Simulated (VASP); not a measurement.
A run of VASP 6.6.1 is set up as follows.

The input POSCAR:

```
Sn
1.0
    4.6282199954      0.0000000000      0.0000000000
   -2.3141099977      4.0081560903      0.0000000000
    0.0000000000      0.0000000000      7.6245005068
Sn
4
Direct
    0.6666666667      0.3333333333      0.0629078884
    0.3333333333      0.6666666667      0.5629078884
    0.6666666667      0.3333333333      0.4370921116
    0.3333333333      0.6666666667      0.9370921116
```

Contents of INCAR.step1:

```
SYSTEM = Sn
PREC = Accurate
ENCUT = 550
ISMEAR = 0
SIGMA = 0.1
LREAL = .False.
LASPH = .True.
NELM = 120
NBANDS = 36
GGA = PE
ALGO = Normal
EDIFF = 1E-5
LWAVE = .True.
LCHARG = .False.
GGA_COMPAT = .False.
```

Contents of INCAR.step2:

```
SYSTEM = Sn
PREC = Accurate
ENCUT = 550
EDIFF = 1E-6
ISMEAR = 0
SIGMA = 0.1
LREAL = .False.
LASPH = .True.
NELM = 120
ALGO = Normal
ISIF = 2
LWAVE = .False.
LCHARG = .False.
METAGGA = R2SCAN
LMIXTAU = .True.
NBANDS = 36
ISTART = 1
GGA_COMPAT = .False.
```

Contents of KPOINTS:

```
regular mesh
0
Gamma
  12 12 6
  0 0 0
```

Potentials or basis: VASP PAW PBE potentials, release 64 (Sn_d).

Run with:

```bash
$ cat potpaw_PBE.64/Sn_d/POTCAR > POTCAR
$ cp INCAR.step1 INCAR
$ mpirun -np 1 vasp_std > vasp.out
$ cp INCAR.step2 INCAR
$ mpirun -np 1 vasp_std > vasp.out
```

Task: What does it give for the pressure?

Result: 0.0 GPa.

Forces in eV/Å, atoms in the order of the input:
```
Sn   0.000  0.000 -0.002
Sn   0.000  0.000 -0.002
Sn   0.000  0.000  0.002
Sn   0.000  0.000  0.002
```

Caveat: the PAW data sets were made with another functional, which shifts forces and pressure a little.
